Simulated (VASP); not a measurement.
Here is a VASP 6.6.1 calculation.

File INCAR:

```
SYSTEM = MgS
  PREC = Accurate
  ENCUT = 600
  EDIFF = 1E-6
  ISMEAR = 0
  SIGMA = 0.01
  LREAL = .FALSE.
  LASPH = .TRUE.
  NELM = 120
  ALGO = Normal
  ISIF = 2
  LWAVE = .FALSE.
  LCHARG = .FALSE.
  GGA = PS
  NBANDS = 11
  GGA_COMPAT = .FALSE.
```

File KPOINTS:

```
Automatic mesh
0
G
  6 6 6
  0 0 0
```

POSCAR

```
MgS
1.0
    0.0000000000      2.5652979395      2.6054782762
    2.5652979395      0.0000000000      2.6054782762
    2.5652979395      2.5652979395      0.0000000000
Mg S
1 1
Direct
    0.0000000000      0.0000000000      0.0000000000
    0.5000000000      0.5000000000      0.5000000000
```

Potentials or basis: VASP PAW PBE potentials, release 64 (Mg, S).

Command:

```bash
$ cat potpaw_PBE.64/Mg/POTCAR potpaw_PBE.64/S/POTCAR > POTCAR
$ mpirun -np 1 vasp_std > vasp.out
```

(1) Estimate the band gap on the k mesh.

(2) Predict the pressure.

Answers

(1) 2.69 eV, indirect (least direct gap 3.76 eV).

(2) 1.0 GPa.

Caveat: the PAW data sets were made with another functional, which shifts forces and pressure a little.
